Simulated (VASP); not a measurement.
# SiNi (WC type) (P-6m2) in VASP: a series of runs

The runs below take SiNi (WC type) through single point, relaxation of cell and atoms, with PBE.

Everything below comes from runs of VASP 6.6.1. Logs are shortened: lines on timing, memory, paths and dates and some standing lists are left out, and cuts for length are marked.

### Step 1. The cell of the first run

It takes space group P-6m2 (No. 187, hexagonal). The conventional cell has a = 2.585 Å, b = 2.585 Å, c = 3.554 Å, α = 90.00°, β = 90.00°, γ = 120.00°. Ni (site symmetry -6m2) has 6 Si at 2.32 Å and 6 Ni at 2.58 Å within 3.1 Å. Si (site symmetry -6m2) has 6 Ni at 2.32 Å and 6 Si at 2.58 Å within 3.1 Å.

### Step 2. Single point, PBE

The input, INCAR:

```
SYSTEM = SiNi
PREC = Accurate
ENCUT = 520
EDIFF = 1E-6
ISMEAR = -1
SIGMA = 0.1
LREAL = .FALSE.
LASPH = .TRUE.
NELM = 60
ALGO = Normal
ISIF = 2
LWAVE = .FALSE.
LCHARG = .TRUE.
GGA = PE
LELF = .TRUE.
LVHAR = .TRUE.
NBANDS = 14
```

The input, KPOINTS:

```
Automatic mesh
0
G
  15 15 14
  0 0 0
```

The input, POSCAR:

```
SiNi
1.0
    2.5847921448      0.0000000000      0.0000000000
   -1.2923960724      2.2384956609      0.0000000000
    0.0000000000      0.0000000000      3.5541502721
Ni Si
1 1
Direct
    0.0000000000      0.0000000000      0.0000000000
    0.3333333333      0.6666666667      0.5000000000
```

Potentials or basis: VASP PAW PBE potentials, release 64 (Ni, Si).

The run is started by

```sh
> cat potpaw_PBE.64/Ni/POTCAR potpaw_PBE.64/Si/POTCAR > POTCAR
> mpirun -np 1 vasp_std > vasp.out
```

OUTCAR:

```text
SYSTEM = SiNi
   PREC = Accurate
   ENCUT = 520
   EDIFF = 1E-6
   ISMEAR = -1
   LREAL = .FALSE.
   LASPH = .TRUE.
   NELM = 60
   ISIF = 2
   GGA = PE

 ion  position               nearest neighbor table
   1  0.000  0.000  0.000-   2 2.32   2 2.32   2 2.32   2 2.32   2 2.32   2 2.32
   2  0.333  0.667  0.500-   1 2.32   1 2.32   1 2.32   1 2.32   1 2.32   1 2.32

  LATTYP: Found a hexagonal cell.
 ALAT       =     2.5847921448
 C/A-ratio  =     1.3750236278

  Lattice vectors:

 A1 = (   2.5847921448,   0.0000000000,   0.0000000000)
 A2 = (  -1.2923960724,   2.2384956609,   0.0000000000)
 A3 = (   0.0000000000,   0.0000000000,   3.5541502721)

Analysis of symmetry for initial positions (statically):
=====================================================================
 Subroutine PRICEL returns:
 Original cell was already a primitive cell.

 Routine SETGRP: Setting up the symmetry group for a
 hexagonal supercell.

 Subroutine GETGRP returns: Found 12 space group operations
 (whereof 12 operations were pure point group operations)
 out of a pool of 24 trial point group operations.

The static configuration has the point symmetry D_3h.

Analysis of symmetry for dynamics (positions and initial velocities):
=====================================================================
 Subroutine PRICEL returns:
 Original cell was already a primitive cell.

 Routine SETGRP: Setting up the symmetry group for a
 hexagonal supercell.

 Subroutine GETGRP returns: Found 12 space group operations
 (whereof 12 operations were pure point group operations)
 out of a pool of 24 trial point group operations.

The dynamic configuration has the point symmetry D_3h.

 Subroutine INISYM returns: Found 12 space group operations
 (whereof 12 operations are pure point group operations),
 and found     1 'primitive' translations

----------------------------------------------------------------------------------------

                                     Primitive cell

  volume of cell :      20.5645

  direct lattice vectors                    reciprocal lattice vectors
     2.584792145  0.000000000  0.000000000     0.386878304  0.223364293  0.000000000
    -1.292396072  2.238495661  0.000000000     0.000000000  0.446728585  0.000000000
     0.000000000  0.000000000  3.554150272     0.000000000  0.000000000  0.281361204

  length of vectors
     2.584792145  2.584792145  3.554150272     0.446728585  0.446728585  0.281361204

  position of ions in fractional coordinates (direct lattice)
     0.000000000  0.000000000  0.000000000
     0.333333333  0.666666667  0.500000000

  ion indices of the primitive-cell ions
   primitive index   ion index
                 1           1
                 2           2

----------------------------------------------------------------------------------------

 KPOINTS: Automatic mesh

Automatic generation of k-mesh.
 Grid dimensions read from file:
 generate k-points for:   15   15   14

 Generating k-lattice:

  Cartesian coordinates                     Fractional coordinates (reciprocal lattice)
     0.025791887  0.014890953  0.000000000     0.066666667  0.000000000  0.000000000
     0.000000000  0.029781906  0.000000000     0.000000000  0.066666667  0.000000000
     0.000000000  0.000000000  0.020097229     0.000000000  0.000000000  0.071428571

  Length of vectors
     0.029781906  0.029781906  0.020097229

  Shift w.r.t. Gamma in fractional coordinates (k-lattice)
     0.000000000  0.000000000  0.000000000

 Subroutine IBZKPT returns following result:
 ===========================================

 Found    216 irreducible k-points:

 Following reciprocal coordinates:
            Coordinates               Weight
  0.000000  0.000000  0.000000      1.000000
  0.066667  0.000000  0.000000      6.000000
  0.133333  0.000000  0.000000      6.000000
  0.200000  0.000000  0.000000      6.000000
  0.266667  0.000000  0.000000      6.000000
  0.333333  0.000000  0.000000      6.000000
[... 16 lines left out ...]
  0.333333  0.200000  0.000000     12.000000
  0.400000  0.200000  0.000000      6.000000
 [... further k-points ...]
   k-points           NKPTS =    216   k-points in BZ     NKDIM =    216   number of bands    NBANDS=     14
   number of dos      NEDOS =    301   number of ions     NIONS =      2
   total plane-waves  NPLWV =  11200
   dimension x,y,z NGX =    20 NGY =   20 NGZ =   28
   dimension x,y,z NGXF=    40 NGYF=   40 NGZF=   56
   ions per type =               1   1
   NGX,Y,Z   is equivalent  to a cutoff of  12.86, 12.86, 13.10 a.u.
   NGXF,Y,Z  is equivalent  to a cutoff of  25.73, 25.73, 26.19 a.u.
 SYSTEM =  SiNi
   PREC   = accura    normal or accurate (medium, high low for compatibility)
   ISTART =      0    job   : 0-new  1-cont  2-samecut
   ICHARG =      2    charge: 1-file 2-atom 10-const
   ISPIN  =      1    spin polarized calculation?
   LNONCOLLINEAR =      F non collinear calculations
   LSORBIT =      F    spin-orbit coupling
   LASPH  =      T    aspherical Exc in radial PAW
   ENCUT  =  520.0 eV  38.22 Ry    6.18 a.u.   4.81  4.81  6.61*2*pi/ulx,y,z
   NELM   =     60;   NELMIN=  2; NELMDL= -5     # of ELM steps
   EDIFF  = 0.1E-05   stopping-criterion for ELM
   LREAL  =      F    real-space projection
   EDIFFG = 0.1E-04   stopping-criterion for IOM
   NSW    =      0    number of steps for IOM
   IBRION =     -1    ionic relax: 0-MD 1-quasi-New 2-CG
   NFREE  =      0    steps in history (QN), initial steepest desc. (CG)
   ISIF   =      2    stress and relaxation
   ISYM   =      2    0-nonsym 1-usesym 2-fastsym
   POTIM  = 0.5000    time-step for ionic-motion
   TEBEG  =    0.0;   TEEND  =   0.0 temperature during run
   PSTRESS=    0.0 pullay stress
   NELECT =      14.0000    total number of electrons
   NUPDOWN=      -1.0000    fix difference up-down
   EMIN   =  10.00;   EMAX   =-10.00  energy-range for DOS
   EFERMI =   0.00;   METHOD = LEGACY
   ISMEAR =    -1;   SIGMA  =   0.10  broadening in eV -4-tet -1-fermi 0-gaus
   EFERMI_NEDOS =   21; number of points for ismear=-14 and -15
   IALGO  =     38    algorithm
   IMIX   =      4    mixing-type and parameters
     AMIX     =   0.40;   BMIX     =  1.00
     AMIX_MAG =   1.60;   BMIX_MAG =  1.00
  volume/ion in A,a.u.               =      10.28        69.39
  Fermi-wavevector in a.u.,A,eV,Ry     =   1.440163  2.721513 28.219425  2.074069
  Thomas-Fermi vector in A             =   2.558938
   LORBIT       =      0    0 simple, 1 ext, 2 COOP (PROOUT), +10 PAW based schemes
   GGA     = PE    functional components
   LHFCALC =     F    Hartree Fock is set to
   AEXX    =    0.0000 exact exchange contribution
   IVDW    =     0    specifies the selected vdW correction
   LEPSILON=     F    determine dielectric tensor
   LRPA    =     F    only Hartree local field effects (RPA)
 non-spin polarized calculation
  energy-cutoff  :      520.00
  volume of cell :       20.56
 maximum number of plane-waves:       565
 NGX is ok and might be reduce to    20
   NGX =  9   NGY =  9   NGZ = 13

 number of electron      14.0000008 magnetization

 Free energy of the ion-electron system (eV)
  ---------------------------------------------------
  ext. energy  EPLUGINS =         0.00000000
  ---------------------------------------------------
  free energy    TOTEN  =       -11.29342103 eV

  energy without entropy =      -11.27476959  energy(sigma->0) =      -11.28409531

 E-fermi :  13.3860     XC(G=0): -13.0959

 val. band max:       13.3799803576   @ k =   0.2667   0.2000   0.0714
 cond. band min:      13.4097169452   @ k =   0.2667   0.2000   0.0000
 fundamental gap:      0.0297365875
 Fermi energy:        13.3860450326

 k-point     1 :       0.0000    0.0000    0.0000
  band No.  band energies     occupation
      1      -1.8283      2.00000
      2       7.9696      2.00000
      3       9.1737      2.00000
      4      10.4778      2.00000
      5      10.4778      2.00000
      6      11.0501      2.00000
      7      11.0501      2.00000
      8      15.5916      0.00000
      9      24.2904      0.00000
     10      24.2904      0.00000
     11      25.4696      0.00000
     12      25.4696      0.00000
     13      28.6230      0.00000
     14      32.1394      0.00000

 k-point     2 :       0.0667    0.0000    0.0000
  band No.  band energies     occupation
      1      -1.6975      2.00000
      2       8.0498      2.00000
      3       9.0764      2.00000
      4      10.4111      2.00000
      5      10.5371      2.00000
      6      11.0315      2.00000
      7      11.2513      2.00000
      8      15.6260      0.00000
      9      22.5802      0.00000
     10      23.2173      0.00000
     11      25.6048      0.00000
     12      26.7415      0.00000
     13      29.5076      0.00000
     14      31.4827      0.00000

 k-point     3 :       0.1333    0.0000    0.0000
  band No.  band energies     occupation
      1      -1.3072      2.00000
      2       8.2684      2.00000
      3       8.8696      2.00000
      4      10.2239      2.00000
      5      10.7091      2.00000
      6      10.9789      2.00000
      7      11.7680      2.00000
      8      15.7260      0.00000
      9      20.0333      0.00000
     10      21.9023      0.00000
     11      25.0307      0.00000
     12      28.6498      0.00000
     13      29.3974      0.00000
     14      30.9295      0.00000
[... 324 lines left out ...]
 k-point    23 :       0.3333    0.2000    0.0000
  band No.  band energies     occupation
      1       4.1523      2.00000
      2       7.1950      2.00000
      3       8.5553      2.00000
      4       8.7138      2.00000
      5      10.0203      2.00000
      6      11.8308      2.00000
      7      12.8799      1.98741
      8      13.9279      0.00883
      9      17.0158      0.00000
     10      19.6804      0.00000
     11      20.9980      0.00000
     12      24.4754      0.00000
     13      24.9225      0.00000
     14      28.3723      0.00000

 k-point    24 :       0.4000    0.2000    0.0000
  band No.  band energies     occupation
      1       5.3350      2.00000
      2       6.0532      2.00000
      3       8.5810      2.00000
      4       8.6313      2.00000
      5       9.9506      2.00000
      6      11.8848      2.00000
      7      12.7516      1.99649
      8      13.8075      0.02912
      9      17.6941      0.00000
     10      20.2128      0.00000
     11      20.3468      0.00000
     12      23.5619      0.00000
     13      24.7419      0.00000
     14      28.2321      0.00000

 [... further k-points ...]

------------------------ aborting loop because EDIFF is reached ----------------------------------------

  FORCE on cell =-STRESS in cart. coord.  units (eV):
  Direction    XX          YY          ZZ          XY          YZ          ZX
  --------------------------------------------------------------------------------------
  -------------------------------------------------------------------------------------
  Total        3.8367332      3.8367332      3.8726381      0.0000000      0.0000000      0.0000000
  in kB      298.9196868    298.9196868    301.7170304      0.0000000      0.0000000      0.0000000
  external PRESSURE =     299.8521347 kB  Pullay stress =       0.0000000 kB

 VOLUME and BASIS-vectors are now :
 -----------------------------------------------------------------------------
  energy-cutoff  :      520.00
  volume of cell :       20.56
      direct lattice vectors                 reciprocal lattice vectors
     2.584792145  0.000000000  0.000000000     0.386878304  0.223364293  0.000000000
    -1.292396072  2.238495661  0.000000000     0.000000000  0.446728585  0.000000000
     0.000000000  0.000000000  3.554150272     0.000000000  0.000000000  0.281361204

 POSITION                                       TOTAL-FORCE (eV/Angst)
 -----------------------------------------------------------------------------------
      0.00000      0.00000      0.00000         0.000000     -0.000000      0.000000
     -0.00000      1.49233      1.77708        -0.000000      0.000000      0.000000
 -----------------------------------------------------------------------------------
    total drift:                                0.000000     -0.000000      0.000000

  FREE ENERGIE OF THE ION-ELECTRON SYSTEM (eV)
  ---------------------------------------------------
  free  energy   TOTEN  =       -11.2934210275 eV

  energy  without entropy=      -11.2747695921  energy(sigma->0) =      -11.28409531
```

Run time: 85 s. Hardware: 1 thread of Intel Xeon 8259CL, shared host; peak memory 0.18 GiB.

What came out:

```yaml
Free_energy: -11.2934 eV
Pressure: 30.0 GPa
Band_gap_on_the_k_mesh: zero (bands 7 and 8 overlap by 1.84 eV)
```

Stress tensor (GPa, compression positive):
```
29.89  0.00  0.00
 0.00 29.89  0.00
 0.00  0.00 30.17
```

Levels at points of the mesh, in eV from the Fermi level:
```tsv
k point	band 5	band 6	band 7	band 8	band 9	band 10
(0.00, 0.00, 0.00)	-2.91	-2.34	-2.34	2.21	10.90	10.90
(0.00, 0.00, 0.50)	-2.87	-2.50	-2.50	9.40	11.45	11.45
```

Caveat: the cell stands under pressure. Spin polarisation is off, so any magnetic state and its effect on volume and gap are missing.

(Part 1 of 2 ends here.)
